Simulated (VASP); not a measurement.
# ScGaTeSe2: single point with PBE

The system is ScGaTeSe2.

```xyz
5
Lattice="2.8506 -2.8516 0.0000 2.8506 2.8516 0.0000 0.0000 0.0000 10.1811" Properties=species:S:1:pos:R:3 pbc="T T T"
Sc    2.8506    0.0000    5.0906
Ga    0.0000    0.0000    5.0906
Te    2.8506    0.0000    0.0000
Se    2.8506    0.0000    2.6340
Se    2.8506    0.0000    7.5472
```

The cell was built from a structure type or drawn by symmetry, and may not be a known phase.

```
Program                : VASP 6.6.1
Task                   : single point
Functional             : PBE
Potentials or basis    : VASP PAW PBE potentials, release 64 (Sc_sv, Ga_d, Te, Se)
Cutoff                 : 520 eV
k mesh                 : 4 × 4 × 2
Occupations            : gaussian, width 0.1 eV
Spin                   : no spin polarisation
Dipole correction      : no
Further INCAR settings : ALGO = Normal; EDIFF = 1e-06; NBANDS = 29
```

| Property | Result |
| --- | --- |
| Pressure | 0.1 GPa |
| Largest force | 0.036 eV/Å |
| Band gap on the k mesh | zero (bands 21 and 22 overlap by 1.16 eV) |

Forces on the atoms (eV/Å):
```
Sc   0.000  0.000  0.000
Ga   0.000  0.000  0.000
Te   0.000  0.000  0.000
Se   0.000  0.000 -0.036
Se   0.000  0.000  0.036
```

Stress tensor (GPa, compression positive):
```
0.03 0.00 0.00
0.00 0.02 0.00
0.00 0.00 0.32
```

Levels at points of the mesh, in eV from the Fermi level:
| k point | band 17 | band 18 | band 19 | band 20 | band 21 | band 22 | band 23 | band 24 | band 25 | band 26 |
| --- | --- | --- | --- | --- | --- | --- | --- | --- | --- | --- |
| (0.00, 0.00, 0.00) | -1.19 | -0.89 | -0.89 | 0.69 | 0.77 | 0.77 | 1.28 | 2.15 | 2.89 | 2.89 |
| (0.50, 0.00, 0.00) | -2.65 | -1.26 | -0.89 | -0.69 | -0.62 | 0.16 | 1.17 | 1.51 | 2.76 | 2.97 |
| (0.50, 0.50, 0.00) | -2.22 | -2.22 | -1.83 | -1.38 | -1.38 | 0.85 | 0.85 | 2.23 | 2.23 | 2.23 |
| (0.00, 0.00, 0.50) | -1.32 | -0.63 | -0.63 | 0.55 | 0.55 | 0.70 | 1.89 | 2.14 | 2.15 | 2.97 |
| (0.50, 0.00, 0.50) | -1.68 | -1.68 | -1.09 | -0.87 | -0.31 | 0.16 | 0.81 | 2.05 | 2.06 | 2.80 |
| (0.50, 0.50, 0.50) | -2.39 | -2.39 | -1.07 | -1.07 | -0.59 | 0.39 | 0.40 | 2.19 | 2.20 | 2.60 |

Wall time 60 s on 1 thread of Intel(R) Xeon(R) Platinum 8488C (Sapphire Rapids), with other jobs on the host, peak memory 0.3 GiB.

Caveat: the k points lie up to 0.39 Å⁻¹ apart, too coarse for converged energies and pressures of a metal; spin-orbit coupling is left out, which moves the levels of the heavy elements.
